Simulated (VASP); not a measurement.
Set up this calculation in VASP 6.6.1, as the native input.

```yaml
Task: single point
Functional: PBE
Potentials_or_basis: VASP PAW PBE potentials, release 64 (K_sv, Be, Zn)
Cutoff: 520 eV
k_mesh: 4 × 4 × 4
Occupations: gaussian, width 0.1 eV
Spin: no spin polarisation
Dipole_correction: no
Further_INCAR_settings: ALGO = Normal; EDIFF = 1e-06; NBANDS = 22
```

The structure of KBe3Zn lies in POSCAR:

```
KBe3Zn
1.0
    4.1424218700      0.0000000000      0.0000000000
    0.0000000000      4.1424218700      0.0000000000
    0.0000000000      0.0000000000      4.1424218700
K Be Zn
1 3 1
Direct
    0.0000000000      0.0000000000      0.0000000000
    0.0000000000      0.5000000000      0.5000000000
    0.5000000000      0.5000000000      0.0000000000
    0.5000000000      0.0000000000      0.5000000000
    0.5000000000      0.5000000000      0.5000000000
```

The cell was built from a structure type or drawn by symmetry, and may not be a known phase.

The input as run:

INCAR

```
ALGO = Normal ; EDIFF = 1E-6
ENCUT = 520 ; GGA = PE
ISIF = 2 ; ISMEAR = 0
LASPH = T ; LCHARG = F
LREAL = F ; LWAVE = F
NBANDS = 22 ; NELM = 100
PREC = Accurate ; SIGMA = 0.1
```

KPOINTS

```
k-points
0
Gamma
  4 4 4
```

Potentials or basis: VASP PAW PBE potentials, release 64 (K_sv, Be, Zn).

Run with:

```bash
$ cat potpaw_PBE.64/K_sv/POTCAR potpaw_PBE.64/Be/POTCAR potpaw_PBE.64/Zn/POTCAR > POTCAR
$ mpirun -np 1 vasp_std > vasp.out
```

It gave:

- Pressure: 14.5 GPa
- Band gap on the k mesh: zero (an odd number of electrons rules out a gap without spin polarisation)

Caveat: the k points lie up to 0.38 Å⁻¹ apart, too coarse for converged energies and pressures of a metal.

Wall time 7.9 s on 1 thread of Intel(R) Xeon(R) 6975P-C (Granite Rapids), on a shared host, peak memory 0.18 GiB.
